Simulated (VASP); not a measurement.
# GaN (I-4m2) in VASP: notebook, part 2 of 3

VASP 6.6.1.

### Step 4. Single point, r2SCAN (epitaxial xy strain -2.0%)

Input file POSCAR:

```
GaN
1.0
    0.0000000000      2.2039734903      2.2958620709
    2.2039734903      0.0000000000      2.2958620709
    2.2039734903      2.2039734903      0.0000000000
Ga N
1 1
Direct
    0.0000000000      0.0000000000      0.0000000000
    0.2500000000      0.2500000000      0.2500000000
```

Input file INCAR.step1:

```
SYSTEM = GaN
PREC = Accurate
ENCUT = 520
ISMEAR = 0
SIGMA = 0.01
LREAL = .FALSE.
LASPH = .TRUE.
NELM = 100
NBANDS = 16
GGA = PE
ALGO = Normal
EDIFF = 1E-4
LWAVE = .TRUE.
LCHARG = .FALSE.
```

Input file INCAR.step2:

```
SYSTEM = GaN
PREC = Accurate
ENCUT = 520
EDIFF = 1E-6
ISMEAR = 0
SIGMA = 0.01
LREAL = .FALSE.
LASPH = .TRUE.
NELM = 100
ALGO = Normal
ISIF = 2
LWAVE = .FALSE.
LCHARG = .FALSE.
METAGGA = R2SCAN
LMIXTAU = .TRUE.
NBANDS = 16
ISTART = 1
```

Input file KPOINTS:

```
Automatic mesh
0
G
  10 10 10
  0 0 0
```

Run with:

```sh
cat potpaw_PBE.64/Ga_d/POTCAR potpaw_PBE.64/N/POTCAR > POTCAR
cp INCAR.step1 INCAR
mpirun -np 1 vasp_std > vasp.out
cp INCAR.step2 INCAR
mpirun -np 1 vasp_std > vasp.out
```

Wall time 2.9 min (1 thread of Intel Xeon 8259CL, shared host); peak memory 0.17 GiB.

Results (log left out):

```
Free energy            : -21.8767 eV
Pressure               : 5.1 GPa
Band gap on the k mesh : 2.22 eV
```

Stress tensor (GPa, compression positive):
```
7.03 0.00 0.00
0.00 7.03 0.00
0.00 0.00 1.29
```

Levels at points of the mesh, in eV from the valence-band top:
```
           k point  band 5  band 6  band 7  band 8  band 9  band 10  band 11  band 12  band 13  band 14
(0.00, 0.00, 0.00)  -13.55  -13.55   -0.21    0.00    0.00     2.22    11.07    11.07    11.20    18.86
(0.50, 0.00, 0.00)  -13.49  -12.41   -7.39   -1.26   -0.93     5.23     9.52    10.82    11.40    16.63
(0.50, 0.50, 0.00)  -13.47  -12.18   -6.70   -2.72   -2.72     3.91     7.79    12.30    15.31    15.31
(0.50, 0.00, 0.50)  -13.46  -11.97   -6.24   -3.06   -3.03     3.62     7.10    12.91    14.56    15.60
```

Caveat: the cell differs from its parent crystal (epitaxial xy strain -2.0%); the stress differs along the axes, from 1 to 7 GPa; the structure was generated, so it needn't be the stable form of GaN; the PAW data sets were made with another functional, which shifts forces and pressure a little.

### Step 5. Single point, r2SCAN (epitaxial xy strain -1.0%)

Input file POSCAR:

```
GaN
1.0
    0.0000000000      2.2264630157      2.2727256636
    2.2264630157      0.0000000000      2.2727256636
    2.2264630157      2.2264630157      0.0000000000
Ga N
1 1
Direct
    0.0000000000      0.0000000000      0.0000000000
    0.2500000000      0.2500000000      0.2500000000
```

Input file INCAR.step1:

```
  PREC = Accurate
  ENCUT = 520
  ISMEAR = 0
  SIGMA = 0.01
  LREAL = F
  LASPH = T
  NELM = 60
  NBANDS = 16
  GGA = PE
  ALGO = Normal
  EDIFF = 1E-4
  LWAVE = T
  LCHARG = F
```

Input file INCAR.step2:

```
  PREC = Accurate
  ENCUT = 520
  EDIFF = 1E-6
  ISMEAR = 0
  SIGMA = 0.01
  LREAL = F
  LASPH = T
  NELM = 60
  ALGO = Normal
  ISIF = 2
  LWAVE = F
  LCHARG = F
  METAGGA = R2SCAN
  LMIXTAU = T
  NBANDS = 16
  ISTART = 1
```

Input file KPOINTS:

```
Automatic mesh
0
Gamma
  10 10 10
```

Potentials or basis: VASP PAW PBE potentials, release 64 (Ga_d, N).

Run with:

```sh
cat potpaw_PBE.64/Ga_d/POTCAR potpaw_PBE.64/N/POTCAR > POTCAR
cp INCAR.step1 INCAR
mpirun -np 1 vasp_std > vasp.out
cp INCAR.step2 INCAR
mpirun -np 1 vasp_std > vasp.out
```

OUTCAR:

```text
PREC = Accurate
   ENCUT = 520
   EDIFF = 1E-6
   ISMEAR = 0
   LREAL = F
   LASPH = T
   NELM = 60
   ISIF = 2
   METAGGA = R2SCAN
   ISTART = 1

 ion  position               nearest neighbor table
   1  0.000  0.000  0.000-   2 1.94   2 1.94   2 1.94   2 1.94
   2  0.250  0.250  0.250-   1 1.94   1 1.94   1 1.94   1 1.94

  LATTYP: Found a body centered tetragonal cell.
 ALAT       =     3.1486941929
 C/A-ratio  =     1.4435988536

  Lattice vectors:

 A1 = (  -2.2264630157,   0.0000000000,   2.2727256636)
 A2 = (   2.2264630157,   0.0000000000,   2.2727256636)
 A3 = (   0.0000000000,   2.2264630157,  -2.2727256636)

Analysis of symmetry for initial positions (statically):
=====================================================================
 Subroutine PRICEL returns:
 Original cell was already a primitive cell.

 Routine SETGRP: Setting up the symmetry group for a
 body centered tetragonal supercell.

 Subroutine GETGRP returns: Found  8 space group operations
 (whereof  8 operations were pure point group operations)
 out of a pool of 16 trial point group operations.

The static configuration has the point symmetry D_2d.

Analysis of symmetry for dynamics (positions and initial velocities):
=====================================================================
 Subroutine PRICEL returns:
 Original cell was already a primitive cell.

 Routine SETGRP: Setting up the symmetry group for a
 body centered tetragonal supercell.

 Subroutine GETGRP returns: Found  8 space group operations
 (whereof  8 operations were pure point group operations)
 out of a pool of 16 trial point group operations.

The dynamic configuration has the point symmetry D_2d.

 Subroutine INISYM returns: Found  8 space group operations
 (whereof  8 operations are pure point group operations),
 and found     1 'primitive' translations

----------------------------------------------------------------------------------------

                                     Primitive cell

  volume of cell :      22.5324

  direct lattice vectors                    reciprocal lattice vectors
     0.000000000  2.226463016  2.272725664    -0.224571438  0.224571438  0.220000156
     2.226463016  0.000000000  2.272725664     0.224571438 -0.224571438  0.220000156
     2.226463016  2.226463016  0.000000000     0.224571438  0.224571438 -0.220000156

  length of vectors
     3.181575003  3.181575003  3.148694193     0.386347939  0.386347939  0.386347939

  position of ions in fractional coordinates (direct lattice)
     0.000000000  0.000000000  0.000000000
     0.250000000  0.250000000  0.250000000

  ion indices of the primitive-cell ions
   primitive index   ion index
                 1           1
                 2           2

----------------------------------------------------------------------------------------

 KPOINTS: Automatic mesh

Automatic generation of k-mesh.
 Grid dimensions read from file:
 generate k-points for:   10   10   10

 Generating k-lattice:

  Cartesian coordinates                     Fractional coordinates (reciprocal lattice)
    -0.022457144  0.022457144  0.022000016     0.100000000  0.000000000  0.000000000
     0.022457144 -0.022457144  0.022000016     0.000000000  0.100000000  0.000000000
     0.022457144  0.022457144 -0.022000016     0.000000000  0.000000000  0.100000000

  Length of vectors
     0.038634794  0.038634794  0.038634794

  Shift w.r.t. Gamma in fractional coordinates (k-lattice)
     0.000000000  0.000000000  0.000000000

 Subroutine IBZKPT returns following result:
 ===========================================

 Found    102 irreducible k-points:

 Following reciprocal coordinates:
            Coordinates               Weight
  0.000000  0.000000  0.000000      1.000000
  0.100000  0.000000  0.000000      8.000000
  0.200000  0.000000  0.000000      8.000000
  0.300000  0.000000  0.000000      8.000000
  0.400000  0.000000  0.000000      8.000000
  0.500000  0.000000  0.000000      4.000000
[... 16 lines left out ...]
  0.300000  0.300000  0.000000      2.000000
  0.400000  0.300000  0.000000      8.000000
 [... further k-points ...]
   k-points           NKPTS =    102   k-points in BZ     NKDIM =    102   number of bands    NBANDS=     16
   number of dos      NEDOS =    301   number of ions     NIONS =      2
   total plane-waves  NPLWV =  13824
   dimension x,y,z NGX =    24 NGY =   24 NGZ =   24
   dimension x,y,z NGXF=    48 NGYF=   48 NGZF=   48
   ions per type =               1   1
   NGX,Y,Z   is equivalent  to a cutoff of  12.54, 12.54, 12.67 a.u.
   NGXF,Y,Z  is equivalent  to a cutoff of  25.08, 25.08, 25.34 a.u.
 SYSTEM =  unknown system
   PREC   = accura    normal or accurate (medium, high low for compatibility)
   ISTART =      1    job   : 0-new  1-cont  2-samecut
   ICHARG =      0    charge: 1-file 2-atom 10-const
   ISPIN  =      1    spin polarized calculation?
   LNONCOLLINEAR =      F non collinear calculations
   LSORBIT =      F    spin-orbit coupling
   LASPH  =      T    aspherical Exc in radial PAW
   ENCUT  =  520.0 eV  38.22 Ry    6.18 a.u.   5.92  5.92  5.85*2*pi/ulx,y,z
   NELM   =     60;   NELMIN=  2; NELMDL=  0     # of ELM steps
   EDIFF  = 0.1E-05   stopping-criterion for ELM
   LREAL  =      F    real-space projection
   EDIFFG = 0.1E-04   stopping-criterion for IOM
   NSW    =      0    number of steps for IOM
   IBRION =     -1    ionic relax: 0-MD 1-quasi-New 2-CG
   NFREE  =      0    steps in history (QN), initial steepest desc. (CG)
   ISIF   =      2    stress and relaxation
   ISYM   =      2    0-nonsym 1-usesym 2-fastsym
   POTIM  = 0.5000    time-step for ionic-motion
   TEBEG  =    0.0;   TEEND  =   0.0 temperature during run
   PSTRESS=    0.0 pullay stress
   NELECT =      18.0000    total number of electrons
   NUPDOWN=      -1.0000    fix difference up-down
   EMIN   =  10.00;   EMAX   =-10.00  energy-range for DOS
   EFERMI =   0.00;   METHOD = LEGACY
   ISMEAR =     0;   SIGMA  =   0.01  broadening in eV -4-tet -1-fermi 0-gaus
   EFERMI_NEDOS =   21; number of points for ismear=-14 and -15
   IALGO  =     38    algorithm
   IMIX   =      4    mixing-type and parameters
     AMIX     =   0.40;   BMIX     =  1.00
     AMIX_MAG =   1.60;   BMIX_MAG =  1.00
  volume/ion in A,a.u.               =      11.27        76.03
  Fermi-wavevector in a.u.,A,eV,Ry     =   1.519018  2.870528 31.394309  2.307417
  Thomas-Fermi vector in A             =   2.628061
   LORBIT       =      0    0 simple, 1 ext, 2 COOP (PROOUT), +10 PAW based schemes
   METAGGA = R2SCAN    functional components
   LHFCALC =     F    Hartree Fock is set to
   AEXX    =    0.0000 exact exchange contribution
   IVDW    =     0    specifies the selected vdW correction
   LEPSILON=     F    determine dielectric tensor
   LRPA    =     F    only Hartree local field effects (RPA)
 non-spin polarized calculation
 Gauss-broadening in eV      SIGMA  =   0.01
  energy-cutoff  :      520.00
  volume of cell :       22.53
 maximum number of plane-waves:       620
   NGX = 11   NGY = 11   NGZ = 11

 number of electron      18.0000012 magnetization

 Free energy of the ion-electron system (eV)
  ---------------------------------------------------
  ext. energy  EPLUGINS =         0.00000000
  ---------------------------------------------------
  free energy    TOTEN  =       -21.89072465 eV

  energy without entropy =      -21.89072465  energy(sigma->0) =      -21.89072465

 E-fermi :   5.2795     XC(G=0): -12.7277

 val. band max:        5.2213377336   @ k =   0.0000   0.0000   0.0000
 cond. band min:       7.4103598030   @ k =   0.0000   0.0000   0.0000
 fundamental gap:      2.1890220694
 Fermi energy:         5.2795025873

 k-point     1 :       0.0000    0.0000    0.0000
  band No.  band energies     occupation
      1     -11.6779      2.00000
      2      -8.6713      2.00000
      3      -8.6486      2.00000
      4      -8.6486      2.00000
      5      -8.2891      2.00000
      6      -8.2881      2.00000
[... 8 lines left out ...]
     15      24.5760      0.00000
     16      25.2832      0.00000
[... 419 lines left out ...]
 k-point    24 :       0.4000    0.3000    0.0000
  band No.  band energies     occupation
      1     -10.5928      2.00000
      2      -8.4926      2.00000
      3      -8.4054      2.00000
      4      -8.4030      2.00000
      5      -8.2292      2.00000
      6      -7.5262      2.00000
[... 8 lines left out ...]
     15      28.8514      0.00000
     16      28.8924      0.00000

 [... further k-points ...]

------------------------ aborting loop because EDIFF is reached ----------------------------------------

  FORCE on cell =-STRESS in cart. coord.  units (eV):
  Direction    XX          YY          ZZ          XY          YZ          ZX
  --------------------------------------------------------------------------------------
  -------------------------------------------------------------------------------------
  Total        0.5587943      0.5587943      0.1664109      0.0000000      0.0000000      0.0000000
  in kB       39.7332919     39.7332919     11.8327144      0.0000000      0.0000000      0.0000000
  external PRESSURE =      30.4330994 kB  Pullay stress =       0.0000000 kB

 VOLUME and BASIS-vectors are now :
 -----------------------------------------------------------------------------
  energy-cutoff  :      520.00
  volume of cell :       22.53
      direct lattice vectors                 reciprocal lattice vectors
     0.000000000  2.226463016  2.272725664    -0.224571438  0.224571438  0.220000156
     2.226463016  0.000000000  2.272725664     0.224571438 -0.224571438  0.220000156
     2.226463016  2.226463016  0.000000000     0.224571438  0.224571438 -0.220000156

 POSITION                                       TOTAL-FORCE (eV/Angst)
 -----------------------------------------------------------------------------------
      0.00000      0.00000      0.00000         0.000000      0.000000      0.000000
      1.11323      1.11323      1.13636         0.000000      0.000000     -0.000000
 -----------------------------------------------------------------------------------
    total drift:                                0.000007      0.000007      0.000008

  FREE ENERGIE OF THE ION-ELECTRON SYSTEM (eV)
  ---------------------------------------------------
  free  energy   TOTEN  =       -21.8907246481 eV

  energy  without entropy=      -21.8907246481  energy(sigma->0) =      -21.89072465
```

OUTCAR.step1:

```text
PREC = Accurate
   ENCUT = 520
   ISMEAR = 0
   LREAL = F
   LASPH = T
[... 677 lines left out ...]
 -----------------------------------------------------------------------------------
      0.00000      0.00000      0.00000        -0.000000     -0.000000     -0.000000
      1.11323      1.11323      1.13636         0.000000      0.000000      0.000000
 -----------------------------------------------------------------------------------
    total drift:                                0.000001      0.000001      0.000002

  FREE ENERGIE OF THE ION-ELECTRON SYSTEM (eV)
  ---------------------------------------------------
  free  energy   TOTEN  =       -12.1258966728 eV

  energy  without entropy=      -12.1258966728  energy(sigma->0) =      -12.12589667
```

It took 3 min on 1 thread of Intel Xeon 8259CL, shared host; peak memory 0.17 GiB.

What came out:

| Item | Value |
| --- | --- |
| Free energy | -21.8907 eV |
| Pressure | 3.0 GPa |
| Band gap on the k mesh | 2.19 eV |

Levels at points of the mesh, in eV from the valence-band top:
```csv
k point,band 6,band 7,band 8,band 9,band 10,band 11,band 12,band 13
"(0.00, 0.00, 0.00)",-13.51,-0.10,0.00,0.00,2.19,11.06,11.06,11.12
"(0.50, 0.00, 0.00)",-12.38,-7.29,-1.13,-0.97,5.23,9.49,10.91,11.21
"(0.50, 0.50, 0.00)",-12.07,-6.47,-2.76,-2.76,3.84,7.54,12.46,15.16
"(0.50, 0.00, 0.50)",-11.97,-6.24,-2.93,-2.92,3.70,7.19,12.77,14.79
```

Caveat: the cell differs from its parent crystal (epitaxial xy strain -1.0%); the cell stands under pressure; the structure was generated, so it needn't be the stable form of GaN; the PAW data sets were made with another functional, which shifts forces and pressure a little.

(Part 2 of 3 ends here.)
